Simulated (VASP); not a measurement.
A run of VASP 6.6.1:

INCAR

```
SYSTEM = Mo2Se2S
ALGO = Normal
EDIFF = 1E-7
EDIFFG = -0.08
ENCUT = 500
GGA = PE
GGA_COMPAT = .False.
IBRION = 2
ISIF = 3
ISMEAR = 0
ISPIN = 2
LASPH = .True.
LCHARG = .False.
LMAXMIX = 4
LORBIT = 11
LREAL = .False.
LWAVE = .False.
MAGMOM = 1 1 0 0 0
NELM = 200
NELMIN = 4
NSW = 36
PREC = Accurate
SIGMA = 0.15
```

KPOINTS

```
k-points
0
Gamma
  3 3 2
  0 0 0
```

POSCAR

```
Mo2Se2S
1.0
    4.5478174300      0.0000000000      0.0000000000
   -2.2739087100      3.9385254200      0.0000000000
    0.0000000000      0.0000000000      7.1972713200
Mo Se S
2 2 1
Direct
    0.0000000000      0.0000000000      0.8273985100
    0.0000000000      0.0000000000      0.1726014900
    0.3333333300      0.6666666700      0.5000000000
    0.6666666700      0.3333333300      0.5000000000
    0.0000000000      0.0000000000      0.5000000000
```

Potentials or basis: VASP PAW PBE potentials, release 64 (Mo_sv, Se, S).

Run with:

```bash
$ cat potpaw_PBE.64/Mo_sv/POTCAR potpaw_PBE.64/Se/POTCAR potpaw_PBE.64/S/POTCAR > POTCAR
$ mpirun -np 1 vasp_std > vasp.out
```

Hardware: 1 thread of Intel Xeon 8259CL, with other jobs on the host.

Problem. How long does it take, and how much memory?

Solution. It took 31 min on 1 thread of Intel Xeon 8259CL, on a shared host, peak memory 0.32 GiB. Counts: scf iterations 278, k points 6, ion steps 22.
